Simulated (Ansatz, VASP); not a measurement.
CuO: VASP beside Ansatz

Contents of INCAR:

```
PREC = Accurate
ENCUT = 700
EDIFF = 1E-6
ISMEAR = -1
SIGMA = 0.05
LREAL = F
LASPH = T
NELM = 120
ALGO = Normal
ISIF = 2
LWAVE = F
LCHARG = T
GGA = PE
LELF = T
LVHAR = T
NBANDS = 33
GGA_COMPAT = F
```

Contents of KPOINTS:

```
regular mesh
0
Gamma
  6 6 3
```

POSCAR

```
CuO
1.0
    2.3055752800     -1.7296126400      0.0728065900
    2.3157556600      1.7435441000      0.0481486400
   -0.7080927800     -0.0389675500      5.1290691300
Cu O
2 2
Direct
    0.0142532200      0.4796454100      0.0604322300
    0.4708797100      0.1540682100      0.4741201700
    0.5692681500      0.2960328600      0.2639427200
    0.4455989200      0.5702535100      0.7015048700
```

Contents of input.yaml:

```yaml
crystal:
  lattice:
    - [2.30557528, -1.72961264, 0.07280659]
    - [2.31575566, 1.7435441, 0.04814864]
    - [-0.70809278, -0.03896755, 5.12906913]
  atoms:
    - { symbol: Cu, position: [0.01425322, 0.47964541, 0.06043223] }
    - { symbol: Cu, position: [0.47087971, 0.15406821, 0.47412017] }
    - { symbol: O, position: [0.56926815, 0.29603286, 0.26394272] }
    - { symbol: O, position: [0.44559892, 0.57025351, 0.70150487] }
hamiltonian:
  xc: pbe
  pseudopotentials: { kind: paw }
kpoints:
  mp_grid: { grid: [6, 6, 3] }
scf:
  occupations: { method: fermi_dirac, width: 0.05 }
output:
  forces: true
  stress: true
  eigenvalues: true
  write_density: true
  write_potential: true
  elf: true
  volumetric_format: npy
```

Alike in both runs: task single point; functional PBE; k mesh 6 × 6 × 3; occupations fermi-dirac, width 0.05 eV; no spin polarisation.

|  | VASP | Ansatz |
| --- | --- | --- |
| version | VASP 6.6.1 | Ansatz 0.2.0 |
| potentials or method | VASP PAW PBE potentials, release 64 (Cu_sv_GW, O) | Ansatz PAW |
| plane-wave cutoff (eV) | 700 | 420 |
| valence electrons in the cell | 50 | 50 |

Ansatz gave:

```
gap on the k mesh at the Fermi level (eV) : none
rms of the force components (eV/Å)        : 17.275
```

**Question.** What did VASP give for the same quantities?

**Answer.** gap on the k mesh at the Fermi level (eV): none; rms of the force components (eV/Å): 17.608.

Atom by atom the forces differ by 0.340 eV/Å (rms over components). A gap of «none» marks a metal or a gap that the smearing closes. With one functional, cell and mesh, what is left measures potentials, basis and numerics.

The k mesh is coarse, so the values compare programs but aren't converged. Noted on Ansatz's run: the cell as given lies far from equilibrium.
